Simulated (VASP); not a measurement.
Crystal: TiAl.

```xyz
2
Lattice="2.8087 0.0000 0.0000 -1.4044 2.4324 0.0000 0.0000 0.0000 4.5826" Properties=species:S:1:pos:R:3 pbc="T T T"
Ti    0.0000    0.0000    0.0000
Al    0.0000    1.6216    2.2913
```

Base run:

- Program: VASP 6.6.1
- Functional: PBEsol
- Potentials or basis: VASP PAW PBE potentials, release 64 (Ti_sv, Al)
- Cutoff: 520 eV
- k mesh: 11 × 11 × 6
- Occupations: fermi-dirac, width 0.05 eV
- Spin: no spin polarisation

Its results: pressure 4.2 GPa.

Problem. After a change of settings the same cell gave: pressure 7.6 GPa. Which change was it?
A. functional from PBEsol to PBE
B. functional from PBEsol to r2SCAN
C. functional from PBEsol to LDA; potentials or basis from VASP PAW PBE potentials, release 64 (Ti_sv, Al) to VASP PAW LDA potentials, release 64 (Ti_sv, Al)

Solution. A.

PBE binds less tightly than PBEsol, so the same cell stands under more pressure.

Caveats: the PAW data sets were made with another functional, which shifts forces and pressure a little (some runs).
